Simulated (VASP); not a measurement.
# Si3Ni (I4/mmm) in VASP: notebook

Runs on Si3Ni. Level: PBE. Tasks: single point, relaxation of cell and atoms.

All numbers are computed with VASP 6.6.1; they aren't measurements. Logs are shortened: lines on timing, memory, paths and dates and some standing lists are left out, and cuts for length are marked.

## (1) The cell of the first run

Symmetry: I4/mmm, No. 139, tetragonal system. The conventional cell has a = 3.810 Å, b = 3.810 Å, c = 7.116 Å, α = 90.00°, β = 90.00°, γ = 90.00°. Within 3.4 Å of Si (site symmetry 4/mmm) lie 8 Si at 2.61 Å and 4 Ni at 2.69 Å. Within 3.4 Å of Si (site symmetry -4m2) lie 8 Si at 2.61 to 2.69 Å and 4 Ni at 2.61 Å. Within 3.4 Å of Ni (site symmetry 4/mmm) lie 12 Si at 2.61 to 2.69 Å.

## (2) Single point, PBE

File INCAR:

```
SYSTEM = Si3Ni
ALGO = Normal
EDIFF = 1E-6
ENCUT = 520
GGA = PE
ISIF = 2
ISMEAR = 0
LASPH = .True.
LCHARG = .True.
LELF = .True.
LREAL = .False.
LVHAR = .True.
LWAVE = .False.
NBANDS = 19
NELM = 60
PREC = Accurate
SIGMA = 0.1
```

File KPOINTS:

```
k-points
0
Gamma
  6 6 6
  0 0 0
```

File POSCAR:

```
Si3Ni
1.0
   -1.9047763740      1.9047763740      3.5579567739
    1.9047763740     -1.9047763740      3.5579567739
    1.9047763740      1.9047763740     -3.5579567739
Si Ni
3 1
Direct
    0.5000000000      0.5000000000      0.0000000000
    0.2500000000      0.7500000000      0.5000000000
    0.7500000000      0.2500000000      0.5000000000
    0.0000000000      0.0000000000      0.0000000000
```

Potentials or basis: VASP PAW PBE potentials, release 64 (Si, Ni).

Launch:

```
> cat potpaw_PBE.64/Si/POTCAR potpaw_PBE.64/Ni/POTCAR > POTCAR
> mpirun -np 1 vasp_std > vasp.out
```

OUTCAR:

```text
SYSTEM = Si3Ni
   EDIFF = 1E-6
   ENCUT = 520
   GGA = PE
   ISIF = 2
   ISMEAR = 0
   LASPH = .True.
   LREAL = .False.
   NELM = 60
   PREC = Accurate

 ion  position               nearest neighbor table
   1  0.500  0.500  0.000-   2 2.61   3 2.61   2 2.61   3 2.61   2 2.61   3 2.61   2 2.61   3 2.61
                             4 2.69   4 2.69   4 2.69   4 2.69
   2  0.250  0.750  0.500-   4 2.61   1 2.61   1 2.61   4 2.61   1 2.61   4 2.61   4 2.61   1 2.61
                             3 2.69   3 2.69   3 2.69   3 2.69
   3  0.750  0.250  0.500-   1 2.61   4 2.61   1 2.61   4 2.61   1 2.61   4 2.61   1 2.61   4 2.61
                             2 2.69   2 2.69   2 2.69   2 2.69
   4  0.000  0.000  0.000-   3 2.61   2 2.61   2 2.61   3 2.61   2 2.61   3 2.61   3 2.61   2 2.61
                             1 2.69   1 2.69   1 2.69   1 2.69

  LATTYP: Found a body centered tetragonal cell.
 ALAT       =     3.8095527480
 C/A-ratio  =     1.8679131170

  Lattice vectors:

 A1 = (  -1.9047763740,   1.9047763740,   3.5579567739)
 A2 = (   1.9047763740,  -1.9047763740,   3.5579567739)
 A3 = (   1.9047763740,   1.9047763740,  -3.5579567739)

Analysis of symmetry for initial positions (statically):
=====================================================================
 Subroutine PRICEL returns:
 Original cell was already a primitive cell.

 Routine SETGRP: Setting up the symmetry group for a
 body centered tetragonal supercell.

 Subroutine GETGRP returns: Found 16 space group operations
 (whereof 16 operations were pure point group operations)
 out of a pool of 16 trial point group operations.

The static configuration has the point symmetry D_4h.

Analysis of symmetry for dynamics (positions and initial velocities):
=====================================================================
 Subroutine PRICEL returns:
 Original cell was already a primitive cell.

 Routine SETGRP: Setting up the symmetry group for a
 body centered tetragonal supercell.

 Subroutine GETGRP returns: Found 16 space group operations
 (whereof 16 operations were pure point group operations)
 out of a pool of 16 trial point group operations.

The dynamic configuration has the point symmetry D_4h.

 Subroutine INISYM returns: Found 16 space group operations
 (whereof 16 operations are pure point group operations),
 and found     1 'primitive' translations

----------------------------------------------------------------------------------------

                                     Primitive cell

[... 96 lines left out ...]
   EDIFFG = 0.1E-04   stopping-criterion for IOM
   NSW    =      0    number of steps for IOM
   IBRION =     -1    ionic relax: 0-MD 1-quasi-New 2-CG
   NFREE  =      0    steps in history (QN), initial steepest desc. (CG)
   ISIF   =      2    stress and relaxation
   ISYM   =      2    0-nonsym 1-usesym 2-fastsym
   POTIM  = 0.5000    time-step for ionic-motion
   TEBEG  =    0.0;   TEEND  =   0.0 temperature during run
   PSTRESS=    0.0 pullay stress
   NELECT =      22.0000    total number of electrons
   NUPDOWN=      -1.0000    fix difference up-down
   EMIN   =  10.00;   EMAX   =-10.00  energy-range for DOS
   EFERMI =   0.00;   METHOD = LEGACY
   ISMEAR =     0;   SIGMA  =   0.10  broadening in eV -4-tet -1-fermi 0-gaus
   EFERMI_NEDOS =   21; number of points for ismear=-14 and -15
   IALGO  =     38    algorithm
   IMIX   =      4    mixing-type and parameters
     AMIX     =   0.40;   BMIX     =  1.00
     AMIX_MAG =   1.60;   BMIX_MAG =  1.00
  volume/ion in A,a.u.               =      12.91        87.11
  Fermi-wavevector in a.u.,A,eV,Ry     =   1.231874  2.327904 20.647014  1.517513
  Thomas-Fermi vector in A             =   2.366666
   LORBIT       =      0    0 simple, 1 ext, 2 COOP (PROOUT), +10 PAW based schemes
   GGA     = PE    functional components
   LHFCALC =     F    Hartree Fock is set to
   AEXX    =    0.0000 exact exchange contribution
   IVDW    =     0    specifies the selected vdW correction
   LEPSILON=     F    determine dielectric tensor
   LRPA    =     F    only Hartree local field effects (RPA)
 non-spin polarized calculation
 Gauss-broadening in eV      SIGMA  =   0.10
  energy-cutoff  :      520.00
  volume of cell :       51.64
 maximum number of plane-waves:      1401
 NGX is ok and might be reduce to    36
   NGX = 17   NGY = 17   NGZ = 17

 number of electron      21.9999998 magnetization

 Free energy of the ion-electron system (eV)
  ---------------------------------------------------
  ext. energy  EPLUGINS =         0.00000000
  ---------------------------------------------------
  free energy    TOTEN  =       -20.94341365 eV

  energy without entropy =      -20.93336101  energy(sigma->0) =      -20.93838733

 E-fermi :  10.9094     XC(G=0): -11.8224

 val. band max:       10.8637297568   @ k =   0.3333   0.3333   0.1667
 cond. band min:      10.9097370693   @ k =   0.5000  -0.0000   0.0000
 fundamental gap:      0.0460073125
 Fermi energy:        10.9094120778

 k-point     1 :       0.0000    0.0000    0.0000
  band No.  band energies     occupation
      1      -3.5175      2.00000
      2       6.4644      2.00000
      3       6.4644      2.00000
      4       6.6326      2.00000
      5       6.7361      2.00000
      6       6.9369      2.00000
[... 505 lines left out ...]
      6       8.0117      2.00000
[... 11 lines left out ...]
     18      17.3714      0.00000
     19      19.1049      0.00000

 [... further k-points ...]

------------------------ aborting loop because EDIFF is reached ----------------------------------------

  FORCE on cell =-STRESS in cart. coord.  units (eV):
  Direction    XX          YY          ZZ          XY          YZ          ZX
  --------------------------------------------------------------------------------------
  -------------------------------------------------------------------------------------
  Total        0.0403390      0.0403390      0.0994606      0.0000000     -0.0000000      0.0000000
  in kB        1.2516622      1.2516622      3.0861209      0.0000000     -0.0000000      0.0000000
  external PRESSURE =       1.8631484 kB  Pullay stress =       0.0000000 kB

 VOLUME and BASIS-vectors are now :
 -----------------------------------------------------------------------------
  energy-cutoff  :      520.00
  volume of cell :       51.64
      direct lattice vectors                 reciprocal lattice vectors
    -1.904776374  1.904776374  3.557956774     0.000000000  0.262498006  0.140530094
     1.904776374 -1.904776374  3.557956774     0.262498006  0.000000000  0.140530094
     1.904776374  1.904776374 -3.557956774     0.262498006  0.262498006  0.000000000

 POSITION                                       TOTAL-FORCE (eV/Angst)
 -----------------------------------------------------------------------------------
      0.00000      0.00000      3.55796        -0.000000      0.000000      0.000000
      1.90478     -0.00000      1.77898         0.000000     -0.000000     -0.000000
     -0.00000      1.90478      1.77898        -0.000000     -0.000000      0.000000
      0.00000      0.00000      0.00000        -0.000000      0.000000      0.000000
 -----------------------------------------------------------------------------------
    total drift:                               -0.000000      0.000000      0.000000

  FREE ENERGIE OF THE ION-ELECTRON SYSTEM (eV)
  ---------------------------------------------------
  free  energy   TOTEN  =       -20.9434136524 eV

  energy  without entropy=      -20.9333610086  energy(sigma->0) =      -20.93838733
```

stdout:

```text
POSCAR found type information on POSCAR SiNi
 POSCAR found :  2 types and       4 ions
 scaLAPACK will be used
 LDA part: xc-table for (Slater+PW92), standard interpolation
 POSCAR, INCAR and KPOINTS ok, starting setup
 FFT: planning ... GRIDC
 FFT: planning ... GRID_SOFT
 FFT: planning ... GRID
 WAVECAR not read
 entering main loop
```

Wall time 17 s (1 thread of Intel Xeon 6975P-C (Granite Rapids), shared host); peak memory 0.2 GiB.

What came out:

| Item | Value |
| --- | --- |
| Free energy | -20.9434 eV |
| Pressure | 0.2 GPa |
| Band gap on the k mesh | zero (bands 11 and 12 overlap by 1.68 eV) |

Levels at points of the mesh, in eV from the Fermi level:
```
           k point  band 8  band 9  band 10  band 11  band 12  band 13  band 14  band 15
(0.00, 0.00, 0.00)   -2.38   -1.69    -1.69    -0.22    -0.22    -0.20    -0.10     1.58
(0.50, 0.00, 0.00)   -2.14   -1.53    -1.18    -0.99     0.00     1.38     3.76     4.57
(0.50, 0.50, 0.00)   -2.11   -2.07    -1.32    -1.06     1.65     1.98     2.45     4.54
(0.50, 0.50, 0.50)   -2.51   -2.31    -0.89    -0.47     4.05     4.91     4.91     4.99
```

Spin polarisation is off, so any magnetic state and its effect on volume and gap are missing.

## (3) Relaxation of cell and atoms, PBE

This run uses another cell than the first one, of 13.66 Å³/atom.

File INCAR:

```
SYSTEM = Si3Ni
PREC = Accurate
ENCUT = 600
EDIFF = 1E-7
ISMEAR = 0
SIGMA = 0.1
LREAL = .FALSE.
LASPH = .TRUE.
NELM = 60
ALGO = Normal
ISIF = 3
LWAVE = .FALSE.
LCHARG = .FALSE.
GGA = PE
IBRION = 2
NSW = 90
EDIFFG = -0.04
```

File KPOINTS:

```
Automatic mesh
0
G
  6 6 6
  0 0 0
```

File POSCAR:

```
Si3Ni
1.0
   -1.8285517492      1.8285517492      4.0845571542
    1.8285517492     -1.8285517492      4.0845571542
    1.8285517492      1.8285517492     -4.0845571542
Si Ni
3 1
Direct
    0.5000000000      0.5000000000      0.0000000000
    0.2500000000      0.7500000000      0.5000000000
    0.7500000000      0.2500000000      0.5000000000
    0.0000000000      0.0000000000      0.0000000000
```

Potentials or basis: VASP PAW PBE potentials, release 64 (Si, Ni).

Launch:

```
> cat potpaw_PBE.64/Si/POTCAR potpaw_PBE.64/Ni/POTCAR > POTCAR
> mpirun -np 1 vasp_std > vasp.out
```

OUTCAR:

```text
SYSTEM = Si3Ni
   PREC = Accurate
   ENCUT = 600
   EDIFF = 1E-7
   ISMEAR = 0
   LREAL = .FALSE.
   LASPH = .TRUE.
   NELM = 60
   ISIF = 3
   GGA = PE
   IBRION = 2
   NSW = 90
   EDIFFG = -0.04

 ion  position               nearest neighbor table
   1  0.500  0.500  0.000-   4 2.59   4 2.59   4 2.59   4 2.59   3 2.74   2 2.74   3 2.74   2 2.74
                             2 2.74   2 2.74   3 2.74   3 2.74
   2  0.250  0.750  0.500-   3 2.59   3 2.59   3 2.59   3 2.59   4 2.74   1 2.74   4 2.74   1 2.74
                             4 2.74   4 2.74   1 2.74   1 2.74
   3  0.750  0.250  0.500-   2 2.59   2 2.59   2 2.59   2 2.59   4 2.74   1 2.74   4 2.74   1 2.74
                             1 2.74   1 2.74   4 2.74   4 2.74
   4  0.000  0.000  0.000-   1 2.59   1 2.59   1 2.59   1 2.59   3 2.74   2 2.74   3 2.74   2 2.74
                             3 2.74   3 2.74   2 2.74   2 2.74

  LATTYP: Found a body centered tetragonal cell.
 ALAT       =     3.6571034984
 C/A-ratio  =     2.2337662338

  Lattice vectors:

 A1 = (  -1.8285517492,   1.8285517492,   4.0845571542)
 A2 = (   1.8285517492,  -1.8285517492,   4.0845571542)
 A3 = (   1.8285517492,   1.8285517492,  -4.0845571542)

Analysis of symmetry for initial positions (statically):
=====================================================================
 Subroutine PRICEL returns:
 Original cell was already a primitive cell.

 Routine SETGRP: Setting up the symmetry group for a
 body centered tetragonal supercell.

 Subroutine GETGRP returns: Found 16 space group operations
 (whereof 16 operations were pure point group operations)
 out of a pool of 16 trial point group operations.

The static configuration has the point symmetry D_4h.

Analysis of symmetry for dynamics (positions and initial velocities):
=====================================================================
 Subroutine PRICEL returns:
 Original cell was already a primitive cell.

 Routine SETGRP: Setting up the symmetry group for a
 body centered tetragonal supercell.

 Subroutine GETGRP returns: Found 16 space group operations
 (whereof 16 operations were pure point group operations)
 out of a pool of 16 trial point group operations.

The dynamic configuration has the point symmetry D_4h.

 Subroutine INISYM returns: Found 16 space group operations
 (whereof 16 operations are pure point group operations),
[... 132 lines left out ...]
 non-spin polarized calculation
 Gauss-broadening in eV      SIGMA  =   0.10
  energy-cutoff  :      600.00
  volume of cell :       54.63
 maximum number of plane-waves:      1865
 NGX is ok and might be reduce to    40
   NGX = 19   NGY = 19   NGZ = 19

--------------------------------------- Ionic step        1  -------------------------------------------

 number of electron      22.0000002 magnetization

 Free energy of the ion-electron system (eV)
  ---------------------------------------------------
  ext. energy  EPLUGINS =         0.00000000
  ---------------------------------------------------
  free energy    TOTEN  =       -20.65775453 eV

  energy without entropy =      -20.64304888  energy(sigma->0) =      -20.65040171

 E-fermi :   9.9931     XC(G=0): -11.5641

 val. band max:        9.9602977409   @ k =  -0.3333   0.1667   0.0000
 cond. band min:       9.9998943541   @ k =   0.3333   0.0000   0.0000
 fundamental gap:      0.0395966132
 Fermi energy:         9.9931086692

 k-point     1 :       0.0000    0.0000    0.0000
  band No.  band energies     occupation
      1      -3.7940      2.00000
      2       4.3749      2.00000
      3       4.5986      2.00000
      4       6.3766      2.00000
      5       6.3766      2.00000
      6       6.7907      2.00000
      7       7.9817      2.00000
      8       8.4507      2.00000
      9       9.2266      2.00000
     10       9.2266      2.00000
     11       9.3906      2.00000
     12       9.7371      1.99971
     13       9.7371      1.99971
     14      10.4930      0.00000
[... 522 lines left out ...]
  FREE ENERGIE OF THE ION-ELECTRON SYSTEM (eV)
  ---------------------------------------------------
  free  energy   TOTEN  =       -20.7098610315 eV

  energy  without entropy=      -20.6954969708  energy(sigma->0) =      -20.70267900

[... ionic steps 4 to 7 ...]

--------------------------------------- Ionic step        8  -------------------------------------------

 number of electron      22.0000004 magnetization

------------------------ aborting loop because EDIFF is reached ----------------------------------------
[... 71 lines left out ...]
--------------------------------------- Ionic step       10  -------------------------------------------

 number of electron      22.0000003 magnetization

 Free energy of the ion-electron system (eV)
  ---------------------------------------------------
  ext. energy  EPLUGINS =         0.00000000
  ---------------------------------------------------
  free energy    TOTEN  =       -20.94342241 eV

  energy without entropy =      -20.93339745  energy(sigma->0) =      -20.93840993

 E-fermi :  10.8937     XC(G=0): -11.8175

 val. band max:       10.8484458017   @ k =  -0.1667   0.1667   0.1667
 cond. band min:      10.8965728470   @ k =   0.5000   0.0000   0.0000
 fundamental gap:      0.0481270453
 Fermi energy:        10.8936656386

 k-point     1 :       0.0000    0.0000    0.0000
  band No.  band energies     occupation
      1      -3.5229      2.00000
      2       6.4557      2.00000
      3       6.4557      2.00000
      4       6.6164      2.00000
      5       6.7200      2.00000
      6       6.9294      2.00000
      7       8.4539      2.00000
      8       8.5076      2.00000
      9       9.2114      2.00000
     10       9.2114      2.00000
     11      10.6755      1.99796
     12      10.6755      1.99796
     13      10.6888      1.99624
     14      10.7970      1.82819
[... 446 lines left out ...]
  FREE ENERGIE OF THE ION-ELECTRON SYSTEM (eV)
  ---------------------------------------------------
  free  energy   TOTEN  =       -20.9434224090 eV

  energy  without entropy=      -20.9333974505  energy(sigma->0) =      -20.93840993

 reached required accuracy - stopping structural energy minimisation
```

CONTCAR:

```text
Si3Ni
   1.00000000000000
    -1.9051322949770992    1.9051322949770992    3.5604404180941018
     1.9051322949770992   -1.9051322949770992    3.5604404180941018
     1.9051322949770992    1.9051322949770992   -3.5604404180941018
  Si              Ni
     3     1
Direct
     0.5000000000000000    0.5000000000000000    0.0000000000000000
     0.2500000000000000    0.7500000000000000    0.5000000000000000
     0.7500000000000000    0.2500000000000000    0.5000000000000000
     0.0000000000000000    0.0000000000000000    0.0000000000000000

  0.00000000E+00  0.00000000E+00  0.00000000E+00
  0.00000000E+00  0.00000000E+00  0.00000000E+00
  0.00000000E+00  0.00000000E+00  0.00000000E+00
  0.00000000E+00  0.00000000E+00  0.00000000E+00
```

It took 2.2 min on 1 thread of Intel Xeon 6975P-C (Granite Rapids), shared host; peak memory 0.26 GiB.

Results:

| Quantity | Value |
| --- | --- |
| Free energy | -20.9434 eV |
| Relaxed volume | 12.92 Å³/atom |
| Relaxed cell | a = 4.465 Å, b = 4.465 Å, c = 4.465 Å, α = 129.49°, β = 129.49°, γ = 74.23° |
| Space group after relaxing (to 0.1 Å) | I4/mmm (No. 139) |
| Energy gained by relaxing | 71.4 meV/atom |
| Ionic steps | 10 |
| Pressure after relaxing | -0.1 GPa |
| Band gap on the k mesh | zero (bands 11 and 12 overlap by 1.68 eV) |

Step by step:
```
step  energy change (eV)  largest force (eV/Å)  pressure (GPa)  volume (Å³)
   1              0.0000                0.0000           -3.52        54.63
   2             -0.0478                0.0000            0.50        52.28
   3             -0.0521                0.0000            2.06        51.48
   4             -0.0981                0.0000            2.49        51.04
   5             -0.2418                0.0000            5.44        49.54
   6             -0.2825                0.0000            1.56        51.00
   7             -0.2840                0.0000            0.82        51.35
   8             -0.2840                0.0000            0.70        51.40
   9             -0.2852                0.0000            0.28        51.54
  10             -0.2857                0.0000           -0.12        51.69
```

Final structure:
```
Si Ni
1.0
    -1.90513    1.90513    3.56044
     1.90513   -1.90513    3.56044
     1.90513    1.90513   -3.56044
Si Ni
3 1
Cartesian
  0.0000 0.0000 3.5604
  1.9051 0.0000 1.7802
  0.0000 1.9051 1.7802
  0.0000 0.0000 0.0000
```

The gap in the log of VASP goes by the Fermi energy; the results here count the filled bands.